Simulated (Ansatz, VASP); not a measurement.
# Two plane-wave programs on Hf

```
CELL_PARAMETERS angstrom
3.11841 0.00000 0.00000
-1.55921 2.70062 0.00000
0.00000 0.00000 4.94635
ATOMIC_POSITIONS crystal
Hf 0.33333 0.66667 0.25000
Hf 0.66667 0.33333 0.75000
```

Alike in both runs: functional LDA; k mesh 18 × 18 × 10; occupations fermi-dirac, width 0.05 eV; no spin polarisation.

Ansatz relaxed the structure, and its values are those at the end. VASP's run is a single point on that final structure, the one shown.

|  | VASP | Ansatz |
| --- | --- | --- |
| version | VASP 6.6.1 | Ansatz 0.2.0 |
| potentials or method | VASP PAW LDA potentials, release 64 (Hf_pv) | PAW with Ansatz's default frozen-core files, scalar-relativistic |
| plane-wave cutoff (eV) | 520 | 420 |
| valence electrons in the cell | 20 | 52 |

Ansatz gave:

```
pressure (GPa) : 0.0
```

Which values does VASP return?

Pressure (GPa): 0.1.

LDA's correlation is that of Perdew and Zunger in VASP and of Perdew and Wang (1992) in Ansatz. VASP's potentials hold 20 valence electrons a cell and Ansatz's 52, so a difference there can come from the potentials and not from the codes.

Spin-orbit coupling is off throughout.
